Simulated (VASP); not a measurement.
## Sb: single point with LDA

Sb:

```
Sb
1.0
    -1.57654    1.57654    2.71194
     1.57654   -1.57654    2.71194
     1.57654    1.57654   -2.71194
Sb
1
Direct
  0.00000 0.00000 0.00000
```

* Program: VASP 6.6.1
* Task: single point
* Functional: LDA
* Potentials or basis: VASP PAW LDA potentials, release 64 (Sb)
* Cutoff: 520 eV
* k mesh: 12 × 12 × 12
* Occupations: fermi-dirac, width 0.05 eV
* Spin: no spin polarisation

```yaml
Pressure: -2.3 GPa
```

Stress tensor (GPa, compression positive):
```
-2.27  0.00  0.00
 0.00 -2.27  0.00
 0.00  0.00 -2.43
```

Levels at points of the mesh, in eV from the Fermi level:
| k point | band 1 | band 2 | band 3 | band 4 | band 5 | band 6 | band 7 | band 8 |
| --- | --- | --- | --- | --- | --- | --- | --- | --- |
| (0.00, 0.00, 0.00) | -12.96 | 4.55 | 5.35 | 5.35 | 9.19 | 10.45 | 10.52 | 10.52 |
| (0.50, 0.00, 0.00) | -9.17 | -5.77 | 1.74 | 5.29 | 6.12 | 10.01 | 10.52 | 10.54 |
| (0.50, 0.50, 0.00) | -6.72 | -4.37 | -1.03 | 0.57 | 3.51 | 4.41 | 14.91 | 15.59 |
| (0.50, 0.50, 0.50) | -9.32 | -5.64 | 2.08 | 2.08 | 5.89 | 6.10 | 16.85 | 16.85 |

Wall time 15 s on 1 thread of Intel(R) Xeon(R) 6975P-C (Granite Rapids) (shared host), peak memory 0.16 GiB.

Caveat: spin-orbit coupling is left out, which moves the levels of the heavy elements.
